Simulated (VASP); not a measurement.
# Zn (P6_3/mmc) in VASP: single point with PBE

Aim: the single point of Zn with PBE.

Everything below comes from runs of VASP 6.6.1. Logs are shortened: lines on timing, memory, paths and dates and some standing lists are left out, and cuts for length are marked.

## (1) The cell of the first run

Symmetry: P6_3/mmc, No. 194, hexagonal system. The conventional cell has a = 2.452 Å, b = 2.452 Å, c = 4.551 Å, α = 90.00°, β = 90.00°, γ = 120.00°. Within 3.2 Å of Zn (site symmetry -6m2) lie 12 Zn at 2.45 to 2.68 Å.

## (2) Single point, PBE (strain -0.080 along x and y, -0.080 along z)

The input, INCAR:

```
SYSTEM = Zn
  PREC = Accurate
  ENCUT = 500
  EDIFF = 1E-6
  ISMEAR = 0
  SIGMA = 0.15
  LREAL = .FALSE.
  LASPH = .TRUE.
  NELM = 120
  ALGO = Normal
  ISIF = 2
  LWAVE = .FALSE.
  LCHARG = .FALSE.
  GGA = PE
  NBANDS = 19
  GGA_COMPAT = .FALSE.
```

The input, KPOINTS:

```
regular mesh
0
G
  24 24 10
  0 0 0
```

The input, POSCAR:

```
Zn
1.0
    2.4516142089      0.0000000000      0.0000000000
   -1.2258071045      2.1231601852      0.0000000000
    0.0000000000      0.0000000000      4.5509640000
Zn
2
Direct
    0.3333333333      0.6666666667      0.2500000000
    0.6666666667      0.3333333333      0.7500000000
```

Potentials or basis: VASP PAW PBE potentials, release 64 (Zn).

The run is started by

```console
cat potpaw_PBE.64/Zn/POTCAR > POTCAR
mpirun -np 1 vasp_std > vasp.out
```

OUTCAR:

```text
SYSTEM = Zn
   PREC = Accurate
   ENCUT = 500
   EDIFF = 1E-6
   ISMEAR = 0
   LREAL = .FALSE.
   LASPH = .TRUE.
   NELM = 120
   ISIF = 2
   GGA = PE

 ion  position               nearest neighbor table
   1  0.333  0.667  0.250-   2 2.68   2 2.68   2 2.68   2 2.68   2 2.68   2 2.68
   2  0.667  0.333  0.750-   1 2.68   1 2.68   1 2.68   1 2.68   1 2.68   1 2.68

  LATTYP: Found a hexagonal cell.
 ALAT       =     2.4516142089
 C/A-ratio  =     1.8563132745

  Lattice vectors:

 A1 = (   2.4516142089,   0.0000000000,   0.0000000000)
 A2 = (  -1.2258071045,   2.1231601852,   0.0000000000)
 A3 = (   0.0000000000,   0.0000000000,   4.5509640000)

Analysis of symmetry for initial positions (statically):
=====================================================================
 Subroutine PRICEL returns:
 Original cell was already a primitive cell.

 Routine SETGRP: Setting up the symmetry group for a
 hexagonal supercell.

 Subroutine GETGRP returns: Found 24 space group operations
 (whereof 12 operations were pure point group operations)
 out of a pool of 24 trial point group operations.

The static configuration has the point symmetry D_3d.
 The point group associated with its full space group is D_6h.

Analysis of symmetry for dynamics (positions and initial velocities):
=====================================================================
 Subroutine PRICEL returns:
 Original cell was already a primitive cell.

 Routine SETGRP: Setting up the symmetry group for a
 hexagonal supercell.

 Subroutine GETGRP returns: Found 24 space group operations
 (whereof 12 operations were pure point group operations)
 out of a pool of 24 trial point group operations.

The dynamic configuration has the point symmetry D_3d.
 The point group associated with its full space group is D_6h.

 Subroutine INISYM returns: Found 24 space group operations
 (whereof 12 operations are pure point group operations),
 and found     1 'primitive' translations

----------------------------------------------------------------------------------------

                                     Primitive cell

  volume of cell :      23.6885

  direct lattice vectors                    reciprocal lattice vectors
     2.451614209  0.000000000  0.000000000     0.407894520  0.235498011  0.000000000
    -1.225807105  2.123160185  0.000000000     0.000000000  0.470996021  0.000000000
     0.000000000  0.000000000  4.550964000     0.000000000  0.000000000  0.219733665

  length of vectors
     2.451614209  2.451614209  4.550964000     0.470996021  0.470996021  0.219733665

  position of ions in fractional coordinates (direct lattice)
     0.333333333  0.666666667  0.250000000
     0.666666667  0.333333333  0.750000000

  ion indices of the primitive-cell ions
   primitive index   ion index
                 1           1
                 2           2

----------------------------------------------------------------------------------------

 KPOINTS: regular mesh

Automatic generation of k-mesh.
 Grid dimensions read from file:
 generate k-points for:   24   24   10

 Generating k-lattice:

  Cartesian coordinates                     Fractional coordinates (reciprocal lattice)
     0.016995605  0.009812417  0.000000000     0.041666667  0.000000000  0.000000000
     0.000000000  0.019624834  0.000000000     0.000000000  0.041666667  0.000000000
     0.000000000  0.000000000  0.021973367     0.000000000  0.000000000  0.100000000

  Length of vectors
     0.019624834  0.019624834  0.021973367

  Shift w.r.t. Gamma in fractional coordinates (k-lattice)
     0.000000000  0.000000000  0.000000000

 Subroutine IBZKPT returns following result:
 ===========================================

 Found    366 irreducible k-points:

 Following reciprocal coordinates:
            Coordinates               Weight
  0.000000  0.000000  0.000000      1.000000
  0.041667 -0.000000  0.000000      6.000000
  0.083333  0.000000  0.000000      6.000000
  0.125000  0.000000  0.000000      6.000000
  0.166667  0.000000  0.000000      6.000000
  0.208333  0.000000  0.000000      6.000000
[... 16 lines left out ...]
  0.416667  0.041667  0.000000     12.000000
  0.458333  0.041667  0.000000     12.000000
 [... further k-points ...]
   k-points           NKPTS =    366   k-points in BZ     NKDIM =    366   number of bands    NBANDS=     19
   number of dos      NEDOS =    301   number of ions     NIONS =      2
   total plane-waves  NPLWV =  11664
   dimension x,y,z NGX =    18 NGY =   18 NGZ =   36
   dimension x,y,z NGXF=    36 NGYF=   36 NGZF=   72
   ions per type =               2
   NGX,Y,Z   is equivalent  to a cutoff of  12.21, 12.21, 13.15 a.u.
   NGXF,Y,Z  is equivalent  to a cutoff of  24.41, 24.41, 26.30 a.u.
 SYSTEM =  Zn
   PREC   = accura    normal or accurate (medium, high low for compatibility)
   ISTART =      0    job   : 0-new  1-cont  2-samecut
   ICHARG =      2    charge: 1-file 2-atom 10-const
   ISPIN  =      1    spin polarized calculation?
   LNONCOLLINEAR =      F non collinear calculations
   LSORBIT =      F    spin-orbit coupling
   LASPH  =      T    aspherical Exc in radial PAW
   ENCUT  =  500.0 eV  36.75 Ry    6.06 a.u.   4.47  4.47  8.30*2*pi/ulx,y,z
   NELM   =    120;   NELMIN=  2; NELMDL= -5     # of ELM steps
   EDIFF  = 0.1E-05   stopping-criterion for ELM
   LREAL  =      F    real-space projection
   EDIFFG = 0.1E-04   stopping-criterion for IOM
   NSW    =      0    number of steps for IOM
   IBRION =     -1    ionic relax: 0-MD 1-quasi-New 2-CG
   NFREE  =      0    steps in history (QN), initial steepest desc. (CG)
   ISIF   =      2    stress and relaxation
   ISYM   =      2    0-nonsym 1-usesym 2-fastsym
   POTIM  = 0.5000    time-step for ionic-motion
   TEBEG  =    0.0;   TEEND  =   0.0 temperature during run
   PSTRESS=    0.0 pullay stress
   NELECT =      24.0000    total number of electrons
   NUPDOWN=      -1.0000    fix difference up-down
   EMIN   =  10.00;   EMAX   =-10.00  energy-range for DOS
   EFERMI =   0.00;   METHOD = LEGACY
   ISMEAR =     0;   SIGMA  =   0.15  broadening in eV -4-tet -1-fermi 0-gaus
   EFERMI_NEDOS =   21; number of points for ismear=-14 and -15
   IALGO  =     38    algorithm
   IMIX   =      4    mixing-type and parameters
     AMIX     =   0.40;   BMIX     =  1.00
     AMIX_MAG =   1.60;   BMIX_MAG =  1.00
  volume/ion in A,a.u.               =      11.84        79.93
  Fermi-wavevector in a.u.,A,eV,Ry     =   1.644242  3.107167 36.783796  2.703533
  Thomas-Fermi vector in A             =   2.734241
   LORBIT       =      0    0 simple, 1 ext, 2 COOP (PROOUT), +10 PAW based schemes
   GGA     = PE    functional components
   LHFCALC =     F    Hartree Fock is set to
   AEXX    =    0.0000 exact exchange contribution
   IVDW    =     0    specifies the selected vdW correction
   LEPSILON=     F    determine dielectric tensor
   LRPA    =     F    only Hartree local field effects (RPA)
 non-spin polarized calculation
 Gauss-broadening in eV      SIGMA  =   0.15
  energy-cutoff  :      500.00
  volume of cell :       23.69
 maximum number of plane-waves:       647
 NGX is ok and might be reduce to    18
   NGX =  9   NGY =  9   NGZ = 17

 number of electron      24.0000042 magnetization

 Free energy of the ion-electron system (eV)
  ---------------------------------------------------
  ext. energy  EPLUGINS =         0.00000000
  ---------------------------------------------------
  free energy    TOTEN  =        -1.64040685 eV

  energy without entropy =       -1.63701332  energy(sigma->0) =       -1.63871009

 E-fermi :   5.1728     XC(G=0): -12.9242

 val. band max:        5.1622539361   @ k =   0.2083   0.0833   0.1000
 cond. band min:       5.2148480247   @ k =   0.2500   0.1250   0.0000
 fundamental gap:      0.0525940886
 Fermi energy:         5.1727553634

 k-point     1 :       0.0000    0.0000    0.0000
  band No.  band energies     occupation
      1      -7.4631      2.00000
      2      -4.8501      2.00000
      3      -3.7056      2.00000
      4      -3.3451      2.00000
      5      -3.3451      2.00000
      6      -3.2625      2.00000
[... 11 lines left out ...]
     18      26.5219      0.00000
     19      27.7304      0.00000

 k-point     2 :       0.0417   -0.0000    0.0000
  band No.  band energies     occupation
      1      -7.4017      2.00000
      2      -4.8169      2.00000
      3      -3.6969      2.00000
      4      -3.3542      2.00000
      5      -3.3265      2.00000
      6      -3.2723      2.00000
[... 11 lines left out ...]
     18      26.1320      0.00000
     19      28.5104      0.00000

 k-point     3 :       0.0833    0.0000    0.0000
  band No.  band energies     occupation
      1      -7.2186      2.00000
      2      -4.7213      2.00000
      3      -3.6743      2.00000
      4      -3.3777      2.00000
      5      -3.2978      2.00000
      6      -3.2716      2.00000
[... 11 lines left out ...]
     18      25.6416      0.00000
     19      28.8034      0.00000

 k-point     4 :       0.1250    0.0000    0.0000
  band No.  band energies     occupation
      1      -6.9181      2.00000
      2      -4.5773      2.00000
      3      -3.6500      2.00000
      4      -3.4083      2.00000
      5      -3.3200      2.00000
      6      -3.1832      2.00000
[... 407 lines left out ...]
     18      23.0951      0.00000
     19      23.7895      0.00000

 k-point    23 :       0.4167    0.0417    0.0000
  band No.  band energies     occupation
      1      -4.4946      2.00000
      2      -4.3925      2.00000
      3      -4.1574      2.00000
      4      -3.3753      2.00000
      5      -3.1833      2.00000
      6      -3.1171      2.00000
[... 11 lines left out ...]
     18      22.9484      0.00000
     19      23.4779      0.00000

 k-point    24 :       0.4583    0.0417    0.0000
  band No.  band energies     occupation
      1      -4.5083      2.00000
      2      -4.4050      2.00000
      3      -4.1854      2.00000
      4      -3.3969      2.00000
      5      -3.1488      2.00000
      6      -3.1298      2.00000
[... 11 lines left out ...]
     18      22.8756      0.00000
     19      23.3188      0.00000

 [... further k-points ...]

------------------------ aborting loop because EDIFF is reached ----------------------------------------

  FORCE on cell =-STRESS in cart. coord.  units (eV):
  Direction    XX          YY          ZZ          XY          YZ          ZX
  --------------------------------------------------------------------------------------
  -------------------------------------------------------------------------------------
  Total        5.7955053      5.7955053      4.0722483     -0.0000000     -0.0000000      0.0000000
  in kB      391.9797217    391.9797217    275.4270191     -0.0000000     -0.0000000      0.0000000
  external PRESSURE =     353.1288208 kB  Pullay stress =       0.0000000 kB

 VOLUME and BASIS-vectors are now :
 -----------------------------------------------------------------------------
  energy-cutoff  :      500.00
  volume of cell :       23.69
      direct lattice vectors                 reciprocal lattice vectors
     2.451614209  0.000000000  0.000000000     0.407894520  0.235498011  0.000000000
    -1.225807105  2.123160185  0.000000000     0.000000000  0.470996021  0.000000000
     0.000000000  0.000000000  4.550964000     0.000000000  0.000000000  0.219733665

 POSITION                                       TOTAL-FORCE (eV/Angst)
 -----------------------------------------------------------------------------------
     -0.00000      1.41544      1.13774         0.000000     -0.000000      0.000000
      1.22581      0.70772      3.41322        -0.000000      0.000000      0.000000
 -----------------------------------------------------------------------------------
    total drift:                               -0.000000      0.000000      0.000000

  FREE ENERGIE OF THE ION-ELECTRON SYSTEM (eV)
  ---------------------------------------------------
  free  energy   TOTEN  =        -1.6404068525 eV

  energy  without entropy=       -1.6370133211  energy(sigma->0) =       -1.63871009
```

Wall time 3.4 min (1 thread of AMD EPYC 7R13, shared host); peak memory 0.21 GiB.

What came out:

- Free energy: -1.6404 eV
- Pressure: 35.3 GPa
- Band gap on the k mesh: zero (band 12 reaches 6.73 eV, above the bottom of band 13 at 2.37 eV)

Caveat: the cell differs from its parent crystal (strain -0.080 along x and y, -0.080 along z).
